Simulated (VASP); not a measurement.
# BaTiO3 (P4mm) in VASP: settings compared

The runs below take BaTiO3 through single point, with PBE+U, BLYP.

Everything below comes from runs of VASP 6.6.1. Logs are shortened: lines on timing, memory, paths and dates and some standing lists are left out, and cuts for length are marked.

## Step 1: The cell of the first run

Symmetry: P4mm, No. 99, tetragonal system. The conventional cell has a = 3.991 Å, b = 3.991 Å, c = 4.185 Å, α = 90.00°, β = 90.00°, γ = 90.00°. Within 3.7 Å of Ba (site symmetry 4mm) lie 12 O at 2.80 to 2.98 Å and 8 Ti at 3.47 to 3.56 Å. Within 2.4 Å of Ti (site symmetry 4mm) lie 6 O at 1.82 to 2.37 Å. Within 3.0 Å of O (site symmetry 2mm) lie 2 Ti at 2.00 Å and 4 Ba at 2.80 to 2.98 Å and 8 O at 2.82 to 2.95 Å. O (site symmetry 4mm) has 2 Ti at 1.82 to 2.37 Å within 2.4 Å.

## Step 2: Single point, PBE+U

Input file INCAR:

```
ALGO     = Normal         # electronic algorithm
EDIFF    = 1E-7           # SCF threshold, eV
ENCUT    = 520            # plane-wave cutoff, eV
GGA      = PE             # functional
ISIF     = 2              # what is computed and relaxed
ISMEAR   = -1             # smearing method
LASPH    = T              # aspherical terms in the spheres
LCHARG   = F              # write CHGCAR
LDAU     = T              # DFT+U
LDAUJ    = 0 0 0        
LDAUL    = -1 2 -1        # shell
LDAUPRINT= 1            
LDAUTYPE = 2            
LDAUU    = 0 1 0          # U, eV
LMAXMIX  = 4              # l up to which the mixer works
LREAL    = F              # projectors in reciprocal space
LWAVE    = F              # write WAVECAR
NBANDS   = 28             # bands
NELM     = 150            # most SCF steps
PREC     = Accurate       # precision mode
SIGMA    = 0.05           # smearing width, eV
```

Input file KPOINTS:

```
k-points
0
Gamma
  7 7 7
```

Input file POSCAR:

```
BaTiO3
1.0
    3.9913535024      0.0000000000      0.0000000000
    0.0000000000      3.9913535024      0.0000000000
    0.0000000000      0.0000000000      4.1853507905
Ba Ti O
1 1 3
Direct
    0.0000000000      0.0000000000     -0.0092878844
    0.5000000000      0.5000000000      0.4737411950
    0.0000000000      0.5000000000      0.5198066042
    0.5000000000      0.0000000000      0.5198066042
    0.5000000000      0.5000000000      0.0389334810
```

Potentials or basis: VASP PAW PBE potentials, release 64 (Ba_sv, Ti_sv, O).

Run with:

```sh
> cat potpaw_PBE.64/Ba_sv/POTCAR potpaw_PBE.64/Ti_sv/POTCAR potpaw_PBE.64/O/POTCAR > POTCAR
> mpirun -np 1 vasp_std > vasp.out
```

OUTCAR:

```text
EDIFF = 1E-7
   ENCUT = 520
   GGA = PE
   ISIF = 2
   ISMEAR = -1
   LASPH = T
   LREAL = F
   NELM = 150
   PREC = Accurate

 ion  position               nearest neighbor table
   1  0.000  0.000  0.991-   3 2.80   4 2.80   3 2.80   4 2.80   5 2.83   5 2.83   5 2.83   5 2.83
                             4 2.98   3 2.98   4 2.98   3 2.98   2 3.47   2 3.47   2 3.47   2 3.47
   2  0.500  0.500  0.474-   5 1.82   4 2.00   3 2.00   4 2.00   3 2.00   5 2.37   1 3.47   1 3.47
                             1 3.47   1 3.47   1 3.56   1 3.56   1 3.56   1 3.56
   3  0.000  0.500  0.520-   2 2.00   2 2.00   1 2.80   1 2.80   1 2.98   1 2.98
   4  0.500  0.000  0.520-   2 2.00   2 2.00   1 2.80   1 2.80   1 2.98   1 2.98
   5  0.500  0.500  0.039-   2 1.82   2 2.37   1 2.83   1 2.83   1 2.83   1 2.83

  LATTYP: Found a simple tetragonal cell.
 ALAT       =     3.9913535024
 C/A-ratio  =     1.0486043865

  Lattice vectors:

 A1 = (   3.9913535024,   0.0000000000,   0.0000000000)
 A2 = (   0.0000000000,   3.9913535024,   0.0000000000)
 A3 = (   0.0000000000,   0.0000000000,   4.1853507905)

Analysis of symmetry for initial positions (statically):
=====================================================================
 Subroutine PRICEL returns:
 Original cell was already a primitive cell.

 Routine SETGRP: Setting up the symmetry group for a
 simple tetragonal supercell.

 Subroutine GETGRP returns: Found  8 space group operations
 (whereof  8 operations were pure point group operations)
 out of a pool of 16 trial point group operations.

The static configuration has the point symmetry C_4v.

Analysis of symmetry for dynamics (positions and initial velocities):
=====================================================================
 Subroutine PRICEL returns:
 Original cell was already a primitive cell.

 Routine SETGRP: Setting up the symmetry group for a
 simple tetragonal supercell.

 Subroutine GETGRP returns: Found  8 space group operations
 (whereof  8 operations were pure point group operations)
 out of a pool of 16 trial point group operations.

The dynamic configuration has the point symmetry C_4v.

 Subroutine INISYM returns: Found  8 space group operations
 (whereof  8 operations are pure point group operations),
 and found     1 'primitive' translations

----------------------------------------------------------------------------------------

                                     Primitive cell

  volume of cell :      66.6764

  direct lattice vectors                    reciprocal lattice vectors
     3.991353502  0.000000000  0.000000000     0.250541577  0.000000000  0.000000000
     0.000000000  3.991353502  0.000000000     0.000000000  0.250541577  0.000000000
     0.000000000  0.000000000  4.185350791     0.000000000  0.000000000  0.238928599

  length of vectors
     3.991353502  3.991353502  4.185350791     0.250541577  0.250541577  0.238928599

  position of ions in fractional coordinates (direct lattice)
     0.000000000  0.000000000  0.990712116
     0.500000000  0.500000000  0.473741195
     0.000000000  0.500000000  0.519806604
     0.500000000  0.000000000  0.519806604
     0.500000000  0.500000000  0.038933481

  ion indices of the primitive-cell ions
   primitive index   ion index
                 1           1
                 2           2
                 3           3
                 4           4
                 5           5

----------------------------------------------------------------------------------------

 KPOINTS: k-points

Automatic generation of k-mesh.
[... 55 lines left out ...]
   NGXF,Y,Z  is equivalent  to a cutoff of  24.99, 24.99, 25.42 a.u.
 SYSTEM =  unknown system
   PREC   = accura    normal or accurate (medium, high low for compatibility)
   ISTART =      0    job   : 0-new  1-cont  2-samecut
   ICHARG =      2    charge: 1-file 2-atom 10-const
   ISPIN  =      1    spin polarized calculation?
   LNONCOLLINEAR =      F non collinear calculations
   LSORBIT =      F    spin-orbit coupling
   LASPH  =      T    aspherical Exc in radial PAW
   ENCUT  =  520.0 eV  38.22 Ry    6.18 a.u.   7.42  7.42  7.78*2*pi/ulx,y,z
   NELM   =    150;   NELMIN=  2; NELMDL= -5     # of ELM steps
   EDIFF  = 0.1E-06   stopping-criterion for ELM
   LREAL  =      F    real-space projection
   EDIFFG = 0.1E-05   stopping-criterion for IOM
   NSW    =      0    number of steps for IOM
   IBRION =     -1    ionic relax: 0-MD 1-quasi-New 2-CG
   NFREE  =      0    steps in history (QN), initial steepest desc. (CG)
   ISIF   =      2    stress and relaxation
   ISYM   =      2    0-nonsym 1-usesym 2-fastsym
   POTIM  = 0.5000    time-step for ionic-motion
   TEBEG  =    0.0;   TEEND  =   0.0 temperature during run
   PSTRESS=    0.0 pullay stress
   NELECT =      40.0000    total number of electrons
   NUPDOWN=      -1.0000    fix difference up-down
   EMIN   =  10.00;   EMAX   =-10.00  energy-range for DOS
   EFERMI =   0.00;   METHOD = LEGACY
   ISMEAR =    -1;   SIGMA  =   0.05  broadening in eV -4-tet -1-fermi 0-gaus
   EFERMI_NEDOS =   21; number of points for ismear=-14 and -15
   IALGO  =     38    algorithm
   IMIX   =      4    mixing-type and parameters
     AMIX     =   0.40;   BMIX     =  1.00
     AMIX_MAG =   1.60;   BMIX_MAG =  1.00
  volume/ion in A,a.u.               =      13.34        89.99
  Fermi-wavevector in a.u.,A,eV,Ry     =   1.380715  2.609173 25.937796  1.906374
  Thomas-Fermi vector in A             =   2.505567
   LORBIT       =      0    0 simple, 1 ext, 2 COOP (PROOUT), +10 PAW based schemes
 LDA+U is selected, type is set to LDAUTYPE =  2
   angular momentum for each species LDAUL =    -1    2   -1
   U (eV)           for each species LDAUU =   0.0  1.0  0.0
   J (eV)           for each species LDAUJ =   0.0  0.0  0.0
   GGA     = PE    functional components
   LHFCALC =     F    Hartree Fock is set to
   AEXX    =    0.0000 exact exchange contribution
   IVDW    =     0    specifies the selected vdW correction
   LEPSILON=     F    determine dielectric tensor
   LRPA    =     F    only Hartree local field effects (RPA)
 non-spin polarized calculation
  energy-cutoff  :      520.00
  volume of cell :       66.68
 maximum number of plane-waves:      1824
 NGX is ok and might be reduce to    30
   NGX = 15   NGY = 15   NGZ = 15

atom =   2  type =  2  l = 2

 onsite density matrix

spin component  1

  0.1154  0.0000  0.0000 -0.0000  0.0000
  0.0000  0.1318  0.0000  0.0000 -0.0000
  0.0000  0.0000  0.2599 -0.0000 -0.0000
 -0.0000  0.0000 -0.0000  0.1318  0.0000
  0.0000 -0.0000 -0.0000  0.0000  0.2385

spin component  2

  0.1154  0.0000  0.0000 -0.0000  0.0000
  0.0000  0.1318  0.0000  0.0000 -0.0000
  0.0000  0.0000  0.2599 -0.0000 -0.0000
 -0.0000  0.0000 -0.0000  0.1318  0.0000
  0.0000 -0.0000 -0.0000  0.0000  0.2385

 occupancies and eigenvectors

  o =  0.1154  v =  1.0000  0.0000  0.0000  0.0000  0.0000  0.0000  0.0000  0.0000  0.0000  0.0000      0.0000  0.0000  0.0000  0.0000  0.0000  0.0000  0.0000  0.0000  0.0000  0.0000
  o =  0.1154  v =  0.0000  0.0000  0.0000  0.0000  0.0000  1.0000  0.0000  0.0000  0.0000  0.0000      0.0000  0.0000  0.0000  0.0000  0.0000  0.0000  0.0000  0.0000  0.0000  0.0000
  o =  0.1318  v =  0.0000 -0.0049  0.0000 -1.0000 -0.0000  0.0000  0.0000  0.0000  0.0000  0.0000      0.0000  0.0000  0.0000  0.0000  0.0000  0.0000  0.0000  0.0000  0.0000  0.0000
  o =  0.1318  v =  0.0000  0.0000  0.0000  0.0000  0.0000  0.0000 -0.0049  0.0000 -1.0000 -0.0000      0.0000  0.0000  0.0000  0.0000  0.0000  0.0000  0.0000  0.0000  0.0000  0.0000
  o =  0.1318  v =  0.0000  0.0000  0.0000  0.0000  0.0000  0.0000 -1.0000  0.0000  0.0049 -0.0000      0.0000  0.0000  0.0000  0.0000  0.0000  0.0000  0.0000  0.0000  0.0000  0.0000
  o =  0.1318  v =  0.0000 -1.0000  0.0000  0.0049 -0.0000  0.0000  0.0000  0.0000  0.0000  0.0000      0.0000  0.0000  0.0000  0.0000  0.0000  0.0000  0.0000  0.0000  0.0000  0.0000
  o =  0.2385  v =  0.0000  0.0000  0.0000  0.0000  0.0000  0.0000 -0.0000  0.0000  0.0000  1.0000      0.0000  0.0000  0.0000  0.0000  0.0000  0.0000  0.0000  0.0000  0.0000  0.0000
  o =  0.2385  v =  0.0000 -0.0000  0.0000  0.0000  1.0000  0.0000  0.0000  0.0000  0.0000  0.0000      0.0000  0.0000  0.0000  0.0000  0.0000  0.0000  0.0000  0.0000  0.0000  0.0000
  o =  0.2599  v =  0.0000  0.0000  0.0000  0.0000  0.0000  0.0000  0.0000  1.0000  0.0000 -0.0000      0.0000  0.0000  0.0000  0.0000  0.0000  0.0000  0.0000  0.0000  0.0000  0.0000
  o =  0.2599  v =  0.0000  0.0000  1.0000  0.0000 -0.0000  0.0000  0.0000  0.0000  0.0000  0.0000      0.0000  0.0000  0.0000  0.0000  0.0000  0.0000  0.0000  0.0000  0.0000  0.0000

 number of electron      39.9999981 magnetization

 Free energy of the ion-electron system (eV)
  ---------------------------------------------------
  ext. energy  EPLUGINS =         0.00000000
  ---------------------------------------------------
  free energy    TOTEN  =       -39.32912084 eV

  energy without entropy =      -39.32912084  energy(sigma->0) =      -39.32912084

 E-fermi :   4.7099     XC(G=0): -11.0326

 val. band max:        3.6572616827   @ k =   0.4286   0.4286   0.4286
 cond. band min:       5.6625521374   @ k =   0.0000   0.0000   0.0000
 fundamental gap:      2.0052904547
 Fermi energy:         4.7099314865

 k-point     1 :       0.0000    0.0000    0.0000
  band No.  band energies     occupation
      1     -53.1588      2.00000
      2     -29.4679      2.00000
      3     -29.3443      2.00000
      4     -29.3443      2.00000
      5     -21.3972      2.00000
      6     -13.2467      2.00000
[... 733 lines left out ...]
     27      11.6336      0.00000
     28      12.2498      0.00000

 [... further k-points ...]

------------------------ aborting loop because EDIFF is reached ----------------------------------------

  FORCE on cell =-STRESS in cart. coord.  units (eV):
  Direction    XX          YY          ZZ          XY          YZ          ZX
  --------------------------------------------------------------------------------------
  -------------------------------------------------------------------------------------
  Total        0.8290709      0.8290709      0.9344910      0.0000000      0.0000000      0.0000000
  in kB       19.9218644     19.9218644     22.4550211      0.0000000      0.0000000      0.0000000
  external PRESSURE =      20.7662499 kB  Pullay stress =       0.0000000 kB

 VOLUME and BASIS-vectors are now :
 -----------------------------------------------------------------------------
  energy-cutoff  :      520.00
  volume of cell :       66.68
      direct lattice vectors                 reciprocal lattice vectors
     3.991353502  0.000000000  0.000000000     0.250541577  0.000000000  0.000000000
     0.000000000  3.991353502  0.000000000     0.000000000  0.250541577  0.000000000
     0.000000000  0.000000000  4.185350791     0.000000000  0.000000000  0.238928599

 POSITION                                       TOTAL-FORCE (eV/Angst)
 -----------------------------------------------------------------------------------
      0.00000      0.00000      4.14648        -0.000000     -0.000000      0.043825
      1.99568      1.99568      1.98277         0.000000      0.000000      0.234023
      0.00000      1.99568      2.17557         0.000000     -0.000000     -0.023738
      1.99568      0.00000      2.17557         0.000000     -0.000000     -0.023738
      1.99568      1.99568      0.16295         0.000000     -0.000000     -0.230372
 -----------------------------------------------------------------------------------
    total drift:                                0.000000      0.000000     -0.000072

  FREE ENERGIE OF THE ION-ELECTRON SYSTEM (eV)
  ---------------------------------------------------
  free  energy   TOTEN  =       -39.3291208391 eV

  energy  without entropy=      -39.3291208388  energy(sigma->0) =      -39.32912084
```

It took 61 s on 1 thread of Intel Xeon Platinum 8488C (Sapphire Rapids), shared host; peak memory 0.22 GiB.

Results:

| Quantity | Value |
| --- | --- |
| Free energy | -39.3291 eV |
| Pressure | 2.1 GPa |
| Largest force | 0.234 eV/Å |
| Band gap on the k mesh | 2.01 eV (least direct gap 2.45 eV) |

Forces in eV/Å, atoms in the order of the input:
```
Ba   0.000  0.000  0.044
Ti   0.000  0.000  0.234
O    0.000  0.000 -0.024
O    0.000  0.000 -0.024
O    0.000  0.000 -0.230
```

Stress tensor (GPa, compression positive):
```
1.99 0.00 0.00
0.00 1.99 0.00
0.00 0.00 2.25
```

Eigenvalues of the final occupation matrices:
| site | spin | trace | eigenvalues |
| --- | --- | --- | --- |
| site 2 d | 1 | 0.88 | 0.12 0.13 0.13 0.24 0.26 |
| site 2 d | 2 | 0.88 | 0.12 0.13 0.13 0.24 0.26 |

Caveat: spin-orbit coupling is left out, which moves the levels of the heavy elements; an odd mesh through Γ misses points on the zone boundary, where band edges can lie.

## Step 3: Single point, BLYP

This run uses another cell than the first one, of 14.33 Å³/atom.

Input file INCAR:

```
AGGAC = 1.0
AGGAX = 1.0
ALDAC = 0.0
ALDAX = 1.0
ALGO = Normal
EDIFF = 1E-6
ENCUT = 910
GGA = B5
GGA_COMPAT = F
ISIF = 2
ISMEAR = -1
LASPH = T
LCHARG = F
LREAL = F
LWAVE = F
NBANDS = 28
NELM = 120
PREC = Accurate
SIGMA = 0.05
```

KPOINTS is that of step 2.

Input file POSCAR:

```
BaTiO3
1.0
    3.9750609135      0.0000000000      0.0000000000
    0.0000000000      3.9750609135      0.0000000000
    0.0000000000      0.0000000000      4.5344533668
Ba Ti O
1 1 3
Direct
    0.0000000000      0.0000000000     -0.0365203620
    0.5000000000      0.5000000000      0.4584543747
    0.0000000000      0.5000000000      0.5284294614
    0.5000000000      0.0000000000      0.5284294614
    0.5000000000      0.5000000000      0.0642070646
```

Potentials or basis: VASP PAW PBE potentials, release 64 (Ba_sv, Ti_sv, O_h).

Run with:

```sh
> cat potpaw_PBE.64/Ba_sv/POTCAR potpaw_PBE.64/Ti_sv/POTCAR potpaw_PBE.64/O_h/POTCAR > POTCAR
> mpirun -np 1 vasp_std > vasp.out
```

Run time: 3.3 min. Hardware: 1 thread of Intel Xeon Platinum 8375C at 2.90GHz (Ice Lake), shared host; peak memory 0.38 GiB.

It converged, with:

```
Free energy            : -38.2872 eV
Pressure               : 1.3 GPa
Largest force          : 0.145 eV/Å
Band gap on the k mesh : 1.89 eV (least direct gap 2.50 eV)
```

Forces in eV/Å, atoms in the order of the input:
```
Ba   0.000  0.000  0.081
Ti   0.000  0.000  0.136
O    0.000  0.000 -0.036
O    0.000  0.000 -0.036
O    0.000  0.000 -0.145
```

Stress tensor (GPa, compression positive):
```
1.20 0.00 0.00
0.00 1.20 0.00
0.00 0.00 1.44
```

Levels at points of the mesh, in eV from the valence-band top:
| k point | band 16 | band 17 | band 18 | band 19 | band 20 | band 21 | band 22 | band 23 | band 24 | band 25 |
| --- | --- | --- | --- | --- | --- | --- | --- | --- | --- | --- |
| (0.00, 0.00, 0.00) | -2.10 | -1.59 | -1.48 | -0.60 | -0.60 | 1.89 | 2.96 | 2.96 | 3.92 | 4.25 |

Caveat: the cutoff is under 1.25 times the usual one of these potentials, so pressure, stress and relaxed cells hold a basis-set (Pulay) error; the PAW data sets were made with another functional, which shifts forces and pressure a little; spin-orbit coupling is left out, which moves the levels of the heavy elements; an odd mesh through Γ misses points on the zone boundary, where band edges can lie.
